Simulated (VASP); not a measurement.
# MgF2 (P4_2/mnm) in VASP: notebook, part 2 of 2

VASP 6.6.1. Earlier steps stand in the parts before.

### 3 Electric field gradients, LDA (volume scaled by 0.94)

Input file INCAR:

```
PREC = Accurate
ENCUT = 520
EDIFF = 1E-8
ISMEAR = -1
SIGMA = 0.02
LREAL = F
LASPH = T
NELM = 120
ALGO = Normal
ISIF = 2
LWAVE = F
LCHARG = F
GGA = CA
LEFG = T
NBANDS = 25
GGA_COMPAT = F
```

Input file KPOINTS:

```
regular mesh
0
Gamma
  5 5 7
```

Input file POSCAR:

```
MgF2
1.0
    4.5269612842      0.0000000000      0.0000000000
    0.0000000000      4.5269612842      0.0000000000
    0.0000000000      0.0000000000      2.9543337453
Mg F
2 4
Direct
    0.0000000000      0.0000000000      0.0000000000
    0.5000000000      0.5000000000      0.5000000000
    0.3028000000      0.3028000000      0.0000000000
    0.1972000000      0.8028000000      0.5000000000
    0.6972000000      0.6972000000      0.0000000000
    0.8028000000      0.1972000000      0.5000000000
```

Potentials or basis: VASP PAW LDA potentials, release 64 (Mg, F).

Run with:

```
$ cat potpaw_LDA.64/Mg/POTCAR potpaw_LDA.64/F/POTCAR > POTCAR
$ mpirun -np 1 vasp_std > vasp.out
```

OUTCAR:

```text
PREC = Accurate
   ENCUT = 520
   EDIFF = 1E-8
   ISMEAR = -1
   LREAL = F
   LASPH = T
   NELM = 120
   ISIF = 2
   GGA = CA

 ion  position               nearest neighbor table
   1  0.000  0.000  0.000-   3 1.94   5 1.94   4 1.94   6 1.94   4 1.94   6 1.94   2 3.53   2 3.53
                             2 3.53   2 3.53   2 3.53   2 3.53   2 3.53   2 3.53
   2  0.500  0.500  0.500-   4 1.94   6 1.94   5 1.94   3 1.94   3 1.94   5 1.94   1 3.53   1 3.53
                             1 3.53   1 3.53   1 3.53   1 3.53   1 3.53   1 3.53
   3  0.303  0.303  0.000-   1 1.94   2 1.94   2 1.94
   4  0.197  0.803  0.500-   2 1.94   1 1.94   1 1.94
   5  0.697  0.697  0.000-   1 1.94   2 1.94   2 1.94
   6  0.803  0.197  0.500-   2 1.94   1 1.94   1 1.94
[... 916 lines left out ...]
   4      -7.368    -7.368    14.737   -36.935     0.000    -0.000
   5      -7.368    -7.368    14.737    36.935     0.000     0.000
   6      -7.368    -7.368    14.737   -36.935     0.000    -0.000
---------------------------------------------------------------------

 Electric field gradients after diagonalization (V/A^2)
 (convention: |V_zz| > |V_xx| > |V_yy|)
----------------------------------------------------------------------
 ion       V_xx      V_yy      V_zz     asymmetry (V_yy - V_xx)/ V_zz
----------------------------------------------------------------------
   1      -6.080    -0.468     6.548       0.857
   2      -6.080    -0.468     6.548       0.857
   3      29.567    14.737   -44.303       0.335
   4      29.567    14.737   -44.303       0.335
   5      29.567    14.737   -44.303       0.335
   6      29.567    14.737   -44.303       0.335
----------------------------------------------------------------------

           NMR quadrupolar parameters

 Cq : quadrupolar parameter    Cq=e*Q*V_zz/h
 eta: asymmetry parameters     (V_yy - V_xx)/ V_zz
 Q  : nuclear electric quadrupole moment in mb (millibarn)
----------------------------------------------------------------------
 ion       Cq(MHz)       eta       Q (mb)
----------------------------------------------------------------------
   1       0.016       0.857       1.000
   2       0.016       0.857       1.000
   3      -0.107       0.335       1.000
   4      -0.107       0.335       1.000
   5      -0.107       0.335       1.000
   6      -0.107       0.335       1.000
----------------------------------------------------------------------
```

OSZICAR:

```text
N       E                     dE             d eps       ncg     rms          rms(c)
DAV:   1     0.158843773164E+03    0.15884E+03   -0.18105E+04  1272   0.121E+03
DAV:   2    -0.300720054110E+02   -0.18892E+03   -0.18334E+03  1485   0.287E+02
DAV:   3    -0.375774488759E+02   -0.75054E+01   -0.74889E+01  1526   0.541E+01
DAV:   4    -0.376154065291E+02   -0.37958E-01   -0.37954E-01  1310   0.442E+00
DAV:   5    -0.376155786176E+02   -0.17209E-03   -0.17208E-03  1511   0.286E-01    0.958E+00
DAV:   6    -0.351424861379E+02    0.24731E+01   -0.71654E+00  1359   0.195E+01    0.279E+00
DAV:   7    -0.350942691983E+02    0.48217E-01   -0.78705E-02  1256   0.185E+00    0.176E+00
DAV:   8    -0.350686950485E+02    0.25574E-01   -0.29363E-02  1444   0.176E+00    0.189E-01
DAV:   9    -0.350684490188E+02    0.24603E-03   -0.86163E-04  1425   0.228E-01    0.682E-02
DAV:  10    -0.350685143541E+02   -0.65335E-04   -0.37478E-05  1371   0.472E-02    0.423E-03
DAV:  11    -0.350685142152E+02    0.13883E-06   -0.21222E-06  1477   0.108E-02    0.285E-03
DAV:  12    -0.350685141936E+02    0.21610E-07   -0.16872E-07  1462   0.417E-03    0.552E-04
DAV:  13    -0.350685141957E+02   -0.20527E-08   -0.34409E-08  1286   0.129E-03
   1 F= -.35068514E+02 E0= -.35068514E+02  d E =-.225776E-11
```

Run time: 16 s. Hardware: 1 thread of AMD EPYC 9R45 (Zen 5), shared host; peak memory 0.14 GiB.

Results:

```
Free energy            : -35.0685 eV
Pressure               : 2.3 GPa
Largest force          : 0.095 eV/Å
Band gap on the k mesh : 7.31 eV, direct
```

Forces in eV/Å, atoms in the order of the input:
```
Mg   0.000  0.000  0.000
Mg   0.000  0.000  0.000
F   -0.067 -0.067  0.000
F    0.067 -0.067  0.000
F    0.067  0.067  0.000
F   -0.067  0.067  0.000
```

Levels at points of the mesh, in eV from the valence-band top:
| k point | band 12 | band 13 | band 14 | band 15 | band 16 | band 17 | band 18 | band 19 | band 20 | band 21 |
| --- | --- | --- | --- | --- | --- | --- | --- | --- | --- | --- |
| (0.00, 0.00, 0.00) | -1.33 | -0.75 | -0.35 | -0.35 | 0.00 | 7.31 | 12.37 | 12.37 | 13.79 | 14.53 |

Electric field gradients, principal values (V/Å²):
```
atom   least  middle  greatest (by size)
1 Mg  -0.468  -6.080               6.548
2 Mg  -0.468  -6.080               6.548
 3 F  14.737  29.567             -44.303
 4 F  14.737  29.567             -44.303
 5 F  14.737  29.567             -44.303
 6 F  14.737  29.567             -44.303
```

Caveat: without QUAD_EFG the Cq values of the log hold for a quadrupole moment of 1 mb, not for the nuclei.

### 4 Electric field gradients, LDA (volume scaled by 0.98)

Input file INCAR:

```
SYSTEM = MgF2
PREC = Accurate
ENCUT = 520
EDIFF = 1E-8
ISMEAR = -1
SIGMA = 0.02
LREAL = .False.
LASPH = .True.
NELM = 120
ALGO = Normal
ISIF = 2
LWAVE = .False.
LCHARG = .False.
GGA = CA
LEFG = .True.
NBANDS = 25
GGA_COMPAT = .False.
```

Input file KPOINTS:

```
regular mesh
0
Gamma
  5 5 7
  0 0 0
```

Changes to POSCAR since step 3:

```diff
@@ -2,5 +2,5 @@
 1.0
-    4.5269612842      0.0000000000      0.0000000000
-    0.0000000000      4.5269612842      0.0000000000
-    0.0000000000      0.0000000000      2.9543337453
+    4.5902836292      0.0000000000      0.0000000000
+    0.0000000000      4.5902836292      0.0000000000
+    0.0000000000      0.0000000000      2.9956584505
 Mg F
```

Potentials or basis: VASP PAW LDA potentials, release 64 (Mg, F).

Run with:

```
$ cat potpaw_LDA.64/Mg/POTCAR potpaw_LDA.64/F/POTCAR > POTCAR
$ mpirun -np 1 vasp_std > vasp.out
```

OUTCAR:

```text
SYSTEM = MgF2
   PREC = Accurate
   ENCUT = 520
   EDIFF = 1E-8
   ISMEAR = -1
   LREAL = .False.
   LASPH = .True.
   NELM = 120
   ISIF = 2
   GGA = CA

 ion  position               nearest neighbor table
   1  0.000  0.000  0.000-   3 1.97   5 1.97   4 1.97   6 1.97   4 1.97   6 1.97   2 3.57   2 3.57
                             2 3.57   2 3.57   2 3.57   2 3.57   2 3.57   2 3.57
   2  0.500  0.500  0.500-   4 1.97   6 1.97   5 1.97   3 1.97   3 1.97   5 1.97   1 3.57   1 3.57
                             1 3.57   1 3.57   1 3.57   1 3.57   1 3.57   1 3.57
   3  0.303  0.303  0.000-   1 1.97   2 1.97   2 1.97
   4  0.197  0.803  0.500-   2 1.97   1 1.97   1 1.97
   5  0.697  0.697  0.000-   1 1.97   2 1.97   2 1.97
   6  0.803  0.197  0.500-   2 1.97   1 1.97   1 1.97

  LATTYP: Found a simple tetragonal cell.
[... 915 lines left out ...]
   5      -7.545    -7.545    15.089    39.676     0.000     0.000
   6      -7.545    -7.545    15.089   -39.676     0.000    -0.000
---------------------------------------------------------------------

 Electric field gradients after diagonalization (V/A^2)
 (convention: |V_zz| > |V_xx| > |V_yy|)
----------------------------------------------------------------------
 ion       V_xx      V_yy      V_zz     asymmetry (V_yy - V_xx)/ V_zz
----------------------------------------------------------------------
   1      -5.715    -0.371     6.085       0.878
   2      -5.715    -0.371     6.085       0.878
   3      32.132    15.089   -47.221       0.361
   4      32.132    15.089   -47.221       0.361
   5      32.132    15.089   -47.221       0.361
   6      32.132    15.089   -47.221       0.361
----------------------------------------------------------------------

           NMR quadrupolar parameters

 Cq : quadrupolar parameter    Cq=e*Q*V_zz/h
 eta: asymmetry parameters     (V_yy - V_xx)/ V_zz
 Q  : nuclear electric quadrupole moment in mb (millibarn)
----------------------------------------------------------------------
 ion       Cq(MHz)       eta       Q (mb)
----------------------------------------------------------------------
   1       0.015       0.878       1.000
   2       0.015       0.878       1.000
   3      -0.114       0.361       1.000
   4      -0.114       0.361       1.000
   5      -0.114       0.361       1.000
   6      -0.114       0.361       1.000
----------------------------------------------------------------------
```

Run time: 16 s. Hardware: 1 thread of AMD EPYC 9R45 (Zen 5), shared host; peak memory 0.14 GiB.

What came out:

- Free energy: -35.0696 eV
- Pressure: -2.7 GPa
- Largest force: 0.016 eV/Å
- Band gap on the k mesh: 7.01 eV, direct

Forces on the atoms (eV/Å):
```
Mg   0.000  0.000  0.000
Mg   0.000  0.000  0.000
F   -0.011 -0.011  0.000
F    0.011 -0.011  0.000
F    0.011  0.011  0.000
F   -0.011  0.011  0.000
```

Electric field gradients, principal values (V/Å²):
```
atom   least  middle  greatest (by size)
1 Mg  -0.371  -5.715               6.085
2 Mg  -0.371  -5.715               6.085
 3 F  15.089  32.132             -47.221
 4 F  15.089  32.132             -47.221
 5 F  15.089  32.132             -47.221
 6 F  15.089  32.132             -47.221
```

Caveat: without QUAD_EFG the Cq values of the log hold for a quadrupole moment of 1 mb, not for the nuclei.
